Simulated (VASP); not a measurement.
# AlGaN2 (P-4m2) in VASP: further runs

The runs below take AlGaN2 through single point, with LDA.

Everything below comes from runs of VASP 6.6.1. Logs are shortened: lines on timing, memory, paths and dates and some standing lists are left out, and cuts for length are marked.

## (1) The cell of the first run

Symmetry: P-4m2, No. 115, tetragonal system. Conventional cell: a = 3.115 Å, b = 3.115 Å, c = 4.275 Å, α = 90.00°, β = 90.00°, γ = 90.00°. Al (site symmetry -4m2) has 4 N at 1.87 Å within 2.5 Å. Within 2.5 Å of Ga (site symmetry -4m2) lie 4 N at 1.91 Å. Within 2.5 Å of N (site symmetry 2mm) lie 2 Al at 1.87 Å and 2 Ga at 1.91 Å.

## (2) Single point, LDA (strain +0.000 along x and y, -0.025 along z)

INCAR reads:

```
PREC = Accurate ; ENCUT = 1330
EDIFF = 1E-6 ; ISMEAR = 0
SIGMA = 0.05 ; LREAL = False
LASPH = True ; NELM = 120
ALGO = Normal ; ISIF = 2
LWAVE = False ; LCHARG = False
NBANDS = 21 ; GGA_COMPAT = False
```

KPOINTS reads:

```
Automatic mesh
0
Gamma
  8 8 6
```

POSCAR reads:

```
AlGaN2
1.0
    3.1152864692      0.0000000000      0.0000000000
    0.0000000000      3.1152864692      0.0000000000
    0.0000000000      0.0000000000      4.2747219141
Al Ga N
1 1 2
Direct
    0.5000000000      0.5000000000      0.5000000000
    0.0000000000      0.0000000000      0.0000000000
    0.5000000000      0.0000000000      0.7400513246
    0.0000000000      0.5000000000      0.2599486754
```

Potentials or basis: VASP PAW LDA potentials, release 64 (Al, Ga_d, N_h).

The run is started by

```
cat potpaw_LDA.64/Al/POTCAR potpaw_LDA.64/Ga_d/POTCAR potpaw_LDA.64/N_h/POTCAR > POTCAR
mpirun -np 1 vasp_std > vasp.out
```

OUTCAR:

```text
PREC = Accurate
   ENCUT = 1330
   EDIFF = 1E-6
   ISMEAR = 0
   LREAL = False
   LASPH = True
   NELM = 120
   ISIF = 2

 ion  position               nearest neighbor table
   1  0.500  0.500  0.500-   3 1.87   4 1.87   3 1.87   4 1.87   2 3.07   2 3.07   2 3.07   2 3.07
                             2 3.07   2 3.07   2 3.07   2 3.07
   2  0.000  0.000  0.000-   3 1.91   4 1.91   4 1.91   3 1.91   1 3.07   1 3.07   1 3.07   1 3.07
                             1 3.07   1 3.07   1 3.07   1 3.07
   3  0.500  0.000  0.740-   1 1.87   1 1.87   2 1.91   2 1.91
   4  0.000  0.500  0.260-   1 1.87   1 1.87   2 1.91   2 1.91

  LATTYP: Found a simple tetragonal cell.
 ALAT       =     3.1152864692
 C/A-ratio  =     1.3721761887

  Lattice vectors:

 A1 = (   3.1152864692,   0.0000000000,   0.0000000000)
 A2 = (   0.0000000000,   3.1152864692,   0.0000000000)
 A3 = (   0.0000000000,   0.0000000000,   4.2747219141)

Analysis of symmetry for initial positions (statically):
=====================================================================
 Subroutine PRICEL returns:
 Original cell was already a primitive cell.

 Routine SETGRP: Setting up the symmetry group for a
 simple tetragonal supercell.

 Subroutine GETGRP returns: Found  8 space group operations
 (whereof  8 operations were pure point group operations)
 out of a pool of 16 trial point group operations.

The static configuration has the point symmetry D_2d.

Analysis of symmetry for dynamics (positions and initial velocities):
=====================================================================
 Subroutine PRICEL returns:
 Original cell was already a primitive cell.

 Routine SETGRP: Setting up the symmetry group for a
 simple tetragonal supercell.

 Subroutine GETGRP returns: Found  8 space group operations
 (whereof  8 operations were pure point group operations)
 out of a pool of 16 trial point group operations.

The dynamic configuration has the point symmetry D_2d.

 Subroutine INISYM returns: Found  8 space group operations
 (whereof  8 operations are pure point group operations),
 and found     1 'primitive' translations

----------------------------------------------------------------------------------------

                                     Primitive cell

  volume of cell :      41.4862

  direct lattice vectors                    reciprocal lattice vectors
     3.115286469  0.000000000  0.000000000     0.320997767  0.000000000  0.000000000
     0.000000000  3.115286469  0.000000000     0.000000000  0.320997767  0.000000000
     0.000000000  0.000000000  4.274721914     0.000000000  0.000000000  0.233933346

  length of vectors
     3.115286469  3.115286469  4.274721914     0.320997767  0.320997767  0.233933346

  position of ions in fractional coordinates (direct lattice)
     0.500000000  0.500000000  0.500000000
     0.000000000  0.000000000  0.000000000
     0.500000000  0.000000000  0.740051325
     0.000000000  0.500000000  0.259948675

  ion indices of the primitive-cell ions
   primitive index   ion index
                 1           1
                 2           2
                 3           3
                 4           4

----------------------------------------------------------------------------------------

 KPOINTS: Automatic mesh

Automatic generation of k-mesh.
 Grid dimensions read from file:
 generate k-points for:    8    8    6

 Generating k-lattice:

  Cartesian coordinates                     Fractional coordinates (reciprocal lattice)
     0.040124721  0.000000000  0.000000000     0.125000000  0.000000000  0.000000000
     0.000000000  0.040124721  0.000000000     0.000000000  0.125000000  0.000000000
     0.000000000  0.000000000  0.038988891     0.000000000  0.000000000  0.166666667

  Length of vectors
     0.040124721  0.040124721  0.038988891

  Shift w.r.t. Gamma in fractional coordinates (k-lattice)
     0.000000000  0.000000000  0.000000000

 Subroutine IBZKPT returns following result:
 ===========================================

 Found     60 irreducible k-points:

 Following reciprocal coordinates:
            Coordinates               Weight
  0.000000  0.000000  0.000000      1.000000
  0.125000  0.000000  0.000000      4.000000
  0.250000  0.000000  0.000000      4.000000
  0.375000  0.000000  0.000000      4.000000
  0.500000  0.000000  0.000000      2.000000
  0.125000  0.125000  0.000000      4.000000
[... 16 lines left out ...]
  0.375000  0.125000  0.166667     16.000000
  0.500000  0.125000  0.166667      8.000000
 [... further k-points ...]
   k-points           NKPTS =     60   k-points in BZ     NKDIM =     60   number of bands    NBANDS=     21
   number of dos      NEDOS =    301   number of ions     NIONS =      4
   total plane-waves  NPLWV =  86400
   dimension x,y,z NGX =    40 NGY =   40 NGZ =   54
   dimension x,y,z NGXF=    80 NGYF=   80 NGZF=  108
   ions per type =               1   1   2
   NGX,Y,Z   is equivalent  to a cutoff of  21.35, 21.35, 21.00 a.u.
   NGXF,Y,Z  is equivalent  to a cutoff of  42.69, 42.69, 42.00 a.u.
 SYSTEM =  unknown system
   PREC   = accura    normal or accurate (medium, high low for compatibility)
   ISTART =      0    job   : 0-new  1-cont  2-samecut
   ICHARG =      2    charge: 1-file 2-atom 10-const
   ISPIN  =      1    spin polarized calculation?
   LNONCOLLINEAR =      F non collinear calculations
   LSORBIT =      F    spin-orbit coupling
   LASPH  =      T    aspherical Exc in radial PAW
   ENCUT  = 1330.0 eV  97.75 Ry    9.89 a.u.   9.26  9.26 12.71*2*pi/ulx,y,z
   NELM   =    120;   NELMIN=  2; NELMDL= -5     # of ELM steps
   EDIFF  = 0.1E-05   stopping-criterion for ELM
   LREAL  =      F    real-space projection
   EDIFFG = 0.1E-04   stopping-criterion for IOM
   NSW    =      0    number of steps for IOM
   IBRION =     -1    ionic relax: 0-MD 1-quasi-New 2-CG
   NFREE  =      0    steps in history (QN), initial steepest desc. (CG)
   ISIF   =      2    stress and relaxation
   ISYM   =      2    0-nonsym 1-usesym 2-fastsym
   POTIM  = 0.5000    time-step for ionic-motion
   TEBEG  =    0.0;   TEEND  =   0.0 temperature during run
   PSTRESS=    0.0 pullay stress
   NELECT =      26.0000    total number of electrons
   NUPDOWN=      -1.0000    fix difference up-down
   EMIN   =  10.00;   EMAX   =-10.00  energy-range for DOS
   EFERMI =   0.00;   METHOD = LEGACY
   ISMEAR =     0;   SIGMA  =   0.05  broadening in eV -4-tet -1-fermi 0-gaus
   EFERMI_NEDOS =   21; number of points for ismear=-14 and -15
   IALGO  =     38    algorithm
   IMIX   =      4    mixing-type and parameters
     AMIX     =   0.40;   BMIX     =  1.00
     AMIX_MAG =   1.60;   BMIX_MAG =  1.00
  volume/ion in A,a.u.               =      10.37        69.99
  Fermi-wavevector in a.u.,A,eV,Ry     =   1.400978  2.647465 26.704692  1.962740
  Thomas-Fermi vector in A             =   2.523885
   LORBIT       =      0    0 simple, 1 ext, 2 COOP (PROOUT), +10 PAW based schemes
   GGA     = CA    functional components
   LHFCALC =     F    Hartree Fock is set to
   AEXX    =    0.0000 exact exchange contribution
   IVDW    =     0    specifies the selected vdW correction
   LEPSILON=     F    determine dielectric tensor
   LRPA    =     F    only Hartree local field effects (RPA)
 non-spin polarized calculation
 Gauss-broadening in eV      SIGMA  =   0.05
  energy-cutoff  :     1330.00
  volume of cell :       41.49
 maximum number of plane-waves:      4612
 NGX is ok and might be reduce to    40
   NGX = 19   NGY = 19   NGZ = 25

 number of electron      26.0000001 magnetization

 Free energy of the ion-electron system (eV)
  ---------------------------------------------------
  ext. energy  EPLUGINS =         0.00000000
  ---------------------------------------------------
  free energy    TOTEN  =       -30.29222299 eV

  energy without entropy =      -30.29222299  energy(sigma->0) =      -30.29222299

 E-fermi :   6.5279     XC(G=0): -11.9883

 val. band max:        6.2378543757   @ k =   0.0000   0.0000   0.0000
 cond. band min:       9.5271914696   @ k =   0.0000   0.0000   0.0000
 fundamental gap:      3.2893370939
 Fermi energy:         6.5279237803

 k-point     1 :       0.0000    0.0000    0.0000
  band No.  band energies     occupation
      1      -9.4750      2.00000
      2      -7.9180      2.00000
      3      -6.8298      2.00000
      4      -6.8298      2.00000
      5      -6.7799      2.00000
      6      -6.5791      2.00000
[... 13 lines left out ...]
     20      19.6334      0.00000
     21      21.3852      0.00000

 k-point     2 :       0.1250    0.0000    0.0000
  band No.  band energies     occupation
      1      -9.3320      2.00000
      2      -7.9166      2.00000
      3      -6.8384      2.00000
      4      -6.8269      2.00000
      5      -6.7549      2.00000
      6      -6.5920      2.00000
[... 13 lines left out ...]
     20      19.4268      0.00000
     21      20.9013      0.00000

 k-point     3 :       0.2500    0.0000    0.0000
  band No.  band energies     occupation
      1      -8.9480      2.00000
      2      -7.9279      2.00000
      3      -6.8204      2.00000
      4      -6.8196      2.00000
      5      -6.6730      2.00000
      6      -6.6231      2.00000
[... 13 lines left out ...]
     20      18.8481      0.00000
     21      19.8361      0.00000

 k-point     4 :       0.3750    0.0000    0.0000
  band No.  band energies     occupation
      1      -8.4801      2.00000
      2      -7.9812      2.00000
      3      -6.8122      2.00000
      4      -6.7674      2.00000
      5      -6.6538      2.00000
      6      -6.4414      2.00000
[... 13 lines left out ...]
     20      18.2457      0.00000
     21      18.9081      0.00000

 k-point     5 :       0.5000    0.0000    0.0000
  band No.  band energies     occupation
      1      -8.1925      2.00000
      2      -8.0852      2.00000
      3      -6.8091      2.00000
      4      -6.7436      2.00000
      5      -6.6665      2.00000
      6      -6.0527      2.00000
[... 13 lines left out ...]
     20      18.2895      0.00000
     21      18.4173      0.00000

 k-point     6 :       0.1250    0.1250    0.0000
  band No.  band energies     occupation
      1      -9.1937      2.00000
      2      -7.9122      2.00000
      3      -6.8445      2.00000
      4      -6.8181      2.00000
      5      -6.7331      2.00000
      6      -6.6048      2.00000
[... 13 lines left out ...]
     20      19.2009      0.00000
     21      19.6841      0.00000

 k-point     7 :       0.2500    0.1250    0.0000
  band No.  band energies     occupation
      1      -8.8269      2.00000
      2      -7.9153      2.00000
      3      -6.8370      2.00000
      4      -6.7860      2.00000
      5      -6.6691      2.00000
      6      -6.6171      2.00000
[... 13 lines left out ...]
     20      18.6967      0.00000
     21      18.9148      0.00000
[... 291 lines left out ...]
      1      -8.2058      2.00000
      2      -8.0597      2.00000
      3      -6.8110      2.00000
      4      -6.7262      2.00000
      5      -6.6662      2.00000
      6      -6.0386      2.00000
[... 13 lines left out ...]
     20      17.9805      0.00000
     21      18.0847      0.00000

 k-point    21 :       0.1250    0.1250    0.1667
  band No.  band energies     occupation
      1      -9.0764      2.00000
      2      -7.9374      2.00000
      3      -6.8510      2.00000
      4      -6.8043      2.00000
      5      -6.7322      2.00000
      6      -6.6046      2.00000
[... 13 lines left out ...]
     20      18.4373      0.00000
     21      20.0564      0.00000

 k-point    22 :       0.2500    0.1250    0.1667
  band No.  band energies     occupation
      1      -8.7389      2.00000
      2      -7.9317      2.00000
      3      -6.8405      2.00000
      4      -6.7618      2.00000
      5      -6.6665      2.00000
      6      -6.6126      2.00000
[... 13 lines left out ...]
     20      18.7102      0.00000
     21      19.3554      0.00000

 k-point    23 :       0.3750    0.1250    0.1667
  band No.  band energies     occupation
      1      -8.3580      2.00000
      2      -7.9602      2.00000
      3      -6.8212      2.00000
      4      -6.7200      2.00000
      5      -6.6789      2.00000
      6      -6.3441      2.00000
[... 13 lines left out ...]
     20      18.6520      0.00000
     21      18.8578      0.00000

 k-point    24 :       0.5000    0.1250    0.1667
  band No.  band energies     occupation
      1      -8.1588      2.00000
      2      -8.0151      2.00000
      3      -6.8142      2.00000
      4      -6.7032      2.00000
      5      -6.6926      2.00000
      6      -5.9538      2.00000
[... 13 lines left out ...]
     20      18.5484      0.00000
     21      18.6792      0.00000

 [... further k-points ...]

------------------------ aborting loop because EDIFF is reached ----------------------------------------

  FORCE on cell =-STRESS in cart. coord.  units (eV):
  Direction    XX          YY          ZZ          XY          YZ          ZX
  --------------------------------------------------------------------------------------
  -------------------------------------------------------------------------------------
  Total        1.3680401      1.3680401      2.1264195      0.0000000      0.0000000     -0.0000000
  in kB       52.8330373     52.8330373     82.1212752      0.0000000      0.0000000     -0.0000000
  external PRESSURE =      62.5957833 kB  Pullay stress =       0.0000000 kB

 VOLUME and BASIS-vectors are now :
 -----------------------------------------------------------------------------
  energy-cutoff  :     1330.00
  volume of cell :       41.49
      direct lattice vectors                 reciprocal lattice vectors
     3.115286469  0.000000000  0.000000000     0.320997767  0.000000000  0.000000000
     0.000000000  3.115286469  0.000000000     0.000000000  0.320997767  0.000000000
     0.000000000  0.000000000  4.274721914     0.000000000  0.000000000  0.233933346

 POSITION                                       TOTAL-FORCE (eV/Angst)
 -----------------------------------------------------------------------------------
      1.55764      1.55764      2.13736        -0.000000     -0.000000      0.000000
      0.00000      0.00000      0.00000         0.000000      0.000000      0.000000
      1.55764      0.00000      3.16351        -0.000000      0.000000     -0.086001
      0.00000      1.55764      1.11121        -0.000000      0.000000      0.086001
 -----------------------------------------------------------------------------------
    total drift:                               -0.000000      0.000000      0.000000

  FREE ENERGIE OF THE ION-ELECTRON SYSTEM (eV)
  ---------------------------------------------------
  free  energy   TOTEN  =       -30.2922229905 eV

  energy  without entropy=      -30.2922229905  energy(sigma->0) =      -30.29222299
```

Wall time 1.8 min (1 thread of Intel Xeon Platinum 8488C (Sapphire Rapids), shared host); peak memory 0.37 GiB.

What came out:

| Quantity | Value |
| --- | --- |
| Free energy | -30.2922 eV |
| Pressure | 6.3 GPa |
| Largest force | 0.086 eV/Å |
| Band gap on the k mesh | 3.29 eV |

Forces on the atoms (eV/Å):
```
Al   0.000  0.000  0.000
Ga   0.000  0.000  0.000
N    0.000  0.000 -0.086
N    0.000  0.000  0.086
```

Stress tensor (GPa, compression positive):
```
5.28 0.00 0.00
0.00 5.28 0.00
0.00 0.00 8.21
```

Levels at points of the mesh, in eV from the valence-band top:
```
           k point  band 11  band 12  band 13  band 14  band 15  band 16
(0.00, 0.00, 0.00)    -0.14     0.00     0.00     3.29     3.46     7.47
(0.50, 0.00, 0.00)    -2.85    -1.09    -0.84     7.23     7.48     7.95
(0.50, 0.50, 0.00)    -2.30    -2.30    -2.28     3.34     3.34     6.72
(0.00, 0.00, 0.50)    -1.73    -1.10    -1.10     5.48     5.67     8.21
(0.50, 0.00, 0.50)    -0.81    -0.68    -0.47     5.56     6.88     9.36
(0.50, 0.50, 0.50)    -3.43    -3.43    -3.41     6.42     6.42     9.40
```

Caveat: the cell differs from its parent crystal (strain +0.000 along x and y, -0.025 along z); the cell stands under pressure.

## (3) Single point, LDA (strain -0.050 along x and y, +0.050 along z)

INCAR reads:

```
ALGO = Normal
EDIFF = 1E-6
ENCUT = 1330
GGA_COMPAT = False
ISIF = 2
ISMEAR = 0
LASPH = True
LCHARG = False
LREAL = False
LWAVE = False
NBANDS = 21
NELM = 120
PREC = Accurate
SIGMA = 0.05
```

KPOINTS reads:

```
k-points
0
Gamma
  8 8 6
```

POSCAR reads:

```
AlGaN2
1.0
    2.9595221457      0.0000000000      0.0000000000
    0.0000000000      2.9595221457      0.0000000000
    0.0000000000      0.0000000000      4.6035466767
Al Ga N
1 1 2
Direct
    0.5000000000      0.5000000000      0.5000000000
    0.0000000000      0.0000000000      0.0000000000
    0.5000000000      0.0000000000      0.7400513246
    0.0000000000      0.5000000000      0.2599486754
```

Potentials or basis: VASP PAW LDA potentials, release 64 (Al, Ga_d, N_h).

The run is started by

```
cat potpaw_LDA.64/Al/POTCAR potpaw_LDA.64/Ga_d/POTCAR potpaw_LDA.64/N_h/POTCAR > POTCAR
mpirun -np 1 vasp_std > vasp.out
```

Run time: 1.9 min. Hardware: 1 thread of Intel Xeon Platinum 8375C at 2.90GHz (Ice Lake), shared host; peak memory 0.35 GiB.

It converged, with:

```
Free energy            : -30.0978 eV
Pressure               : 12.7 GPa
Largest force          : 0.127 eV/Å
Band gap on the k mesh : 2.91 eV (least direct gap 3.25 eV)
```

Forces in eV/Å, atoms in the order of the input:
```
Al   0.000  0.000  0.000
Ga   0.000  0.000  0.000
N    0.000  0.000  0.127
N    0.000  0.000 -0.127
```

Stress tensor (GPa, compression positive):
```
18.25  0.00  0.00
 0.00 18.25  0.00
 0.00  0.00  1.64
```

Levels at points of the mesh, in eV from the valence-band top:
```
           k point  band 10  band 11  band 12  band 13  band 14  band 15  band 16  band 17
(0.00, 0.00, 0.00)    -2.13    -0.76     0.00     0.00     3.25     3.83     8.82    11.53
(0.50, 0.00, 0.00)    -3.75    -3.74    -0.77    -0.43     7.32     7.58     8.97     9.27
(0.50, 0.50, 0.00)    -2.95    -2.90    -2.90    -2.85     2.91     2.91     5.84     8.47
(0.00, 0.00, 0.50)    -1.48    -1.48    -0.85    -0.85     5.29     5.41     8.08    10.17
(0.50, 0.00, 0.50)    -1.49    -1.37    -0.77    -0.35     5.19     6.46     9.41     9.74
(0.50, 0.50, 0.50)    -4.49    -3.68    -3.68    -3.64     5.53     5.53     9.13     9.90
```

Caveat: the cell differs from its parent crystal (strain -0.050 along x and y, +0.050 along z); the stress differs along the axes, from 2 to 18 GPa. A k mesh can miss the band edges.
